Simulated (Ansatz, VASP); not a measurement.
# One calculation of B6As, two programs

```
CELL_PARAMETERS angstrom
4.15388 0.00000 0.00000
0.00000 4.15388 0.00000
0.00000 0.00000 4.15388
ATOMIC_POSITIONS crystal
B 0.50000 0.50000 0.19923
B 0.50000 0.50000 0.80077
B 0.19923 0.50000 0.50000
B 0.80077 0.50000 0.50000
B 0.50000 0.19923 0.50000
B 0.50000 0.80077 0.50000
As 0.00000 0.00000 0.00000
```

Alike in both runs: functional r2SCAN; k mesh 10 × 10 × 10; occupations gaussian, width 0.1 eV; no spin polarisation.

Ansatz relaxed the structure, and its values are those at the end. VASP's run is a single point on that final structure, the one shown.

|  | VASP | Ansatz |
| --- | --- | --- |
| version | VASP 6.6.1 | Ansatz 0.2.0 |
| potentials or method | VASP PAW PBE potentials, release 64 (B, As), cutoff 550 eV | scalar-relativistic, plane waves, PAW |
| valence electrons in the cell | 23 | 33 |

|  | VASP | Ansatz | Ansatz less VASP |
| --- | --- | --- | --- |
| gap on the k mesh at the Fermi level (eV) | none | none | - |
| pressure (GPa) | 0.1 | 0.0 | -0.08 |
| rms of the force components (eV/Å) | 0.022 | 0.003 | -0.0192 |

VASP's potentials were made for PBE, not for r2SCAN. A gap of «none» marks a metal or a gap that the smearing closes. VASP's potentials hold 23 valence electrons a cell and Ansatz's 33, so a difference there can come from the potentials and not from the codes.
